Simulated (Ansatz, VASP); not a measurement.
**Na in VASP and in Ansatz**

The input INCAR:

```
PREC = Accurate
ENCUT = 520
EDIFF = 1E-6
ISMEAR = -1
SIGMA = 0.05
LREAL = False
LASPH = True
NELM = 80
ALGO = Fast
ISIF = 2
LWAVE = False
LCHARG = False
GGA = PS
NBANDS = 22
```

KPOINTS

```
regular mesh
0
Gamma
  8 8 3
```

POSCAR

```
Na
1.0
    3.7003831212      0.0000000000      0.0000000000
   -1.8501915606      3.2046257867      0.0000000000
    0.0000000000      0.0000000000     12.5373215400
Na
4
Direct
    0.6666666667      0.3333333333      0.7500000000
    0.0000000000      0.0000000000      0.5000000000
    0.3333333333      0.6666666667      0.2500000000
    0.0000000000      0.0000000000      0.0000000000
```

Contents of input.yaml:

```yaml
crystal:
  lattice:
    - [3.7003831212, 0.0, 0.0]
    - [-1.8501915606, 3.2046257867, 0.0]
    - [0.0, 0.0, 12.53732154]
  atoms:
    - { symbol: Na, position: [0.6666666667, 0.3333333333, 0.75] }
    - { symbol: Na, position: [0.0, 0.0, 0.5] }
    - { symbol: Na, position: [0.3333333333, 0.6666666667, 0.25] }
    - { symbol: Na, position: [0.0, 0.0, 0.0] }
kpoints:
  mp_grid: { grid: [8, 8, 3] }
scf:
  occupations: { method: fermi_dirac, width: 0.05 }
hamiltonian:
  xc: pbesol
  pseudopotentials: { kind: all_electron, lapw: { basis_error: 0.001 } }
output:
  forces: true
  stress: true
  eigenvalues: true
  populations: true
```

Alike in both runs: task single point; functional PBEsol; k mesh 8 × 8 × 3; occupations fermi-dirac, width 0.05 eV; no spin polarisation.

|  | VASP | Ansatz |
| --- | --- | --- |
| version | VASP 6.6.1 | Ansatz 0.2.0 |
| potentials or method | VASP PAW PBE potentials, release 64 (Na_pv), cutoff 520 eV | all-electron LAPW, scalar-relativistic |

Ansatz gave:

```
gap on the k mesh at the Fermi level (eV)                     : none
pressure (GPa)                                                : -0.1
traceless stress, the component that is largest in VASP (GPa) : -0.64
```

Problem. Which values does VASP return?

Solution. gap on the k mesh at the Fermi level (eV): none; pressure (GPa): -0.2; traceless stress, the component that is largest in VASP (GPa): -0.64.

VASP's potentials were made for PBE, not for PBEsol. A gap of «none» marks a metal or a gap that the smearing closes. Ansatz ran all-electron here, and VASP with PAW potentials.
